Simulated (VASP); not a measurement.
Here is a VASP 6.6.1 calculation.

INCAR

```
SYSTEM = CsPbCl3
  PREC = Accurate
  ENCUT = 520
  EDIFF = 1E-7
  ISMEAR = 0
  SIGMA = 0.013000000000000001
  LREAL = .FALSE.
  LASPH = .TRUE.
  NELM = 60
  ALGO = Normal
  ISIF = 2
  LWAVE = .FALSE.
  LCHARG = .FALSE.
  GGA = PE
  NBANDS = 30
```

KPOINTS

```
regular mesh
0
G
  5 5 5
  0 0 0
```

Contents of POSCAR:

```
CsPbCl3
1.0
    5.6050000000      0.0000000000      0.0000000000
    0.0000000000      5.6050000000      0.0000000000
    0.0000000000      0.0000000000      5.6050000000
Pb Cs Cl
1 1 3
Direct
    0.5000000000      0.5000000000      0.5000000000
    0.0000000000      0.0000000000      0.0000000000
    0.5000000000      0.0000000000      0.5000000000
    0.0000000000      0.5000000000      0.5000000000
    0.5000000000      0.5000000000      0.0000000000
```

Potentials or basis: VASP PAW PBE potentials, release 64 (Pb_d, Cs_sv, Cl).

Run with:

```bash
$ cat potpaw_PBE.64/Pb_d/POTCAR potpaw_PBE.64/Cs_sv/POTCAR potpaw_PBE.64/Cl/POTCAR > POTCAR
$ mpirun -np 1 vasp_std > vasp.out
```

(1) What does it give for the pressure?

(2) Predict the band gap on the k mesh.

Answers

(1) 1.7 GPa.

(2) 2.96 eV, direct.

Caveat: spin-orbit coupling is left out, which moves the levels of the heavy elements.
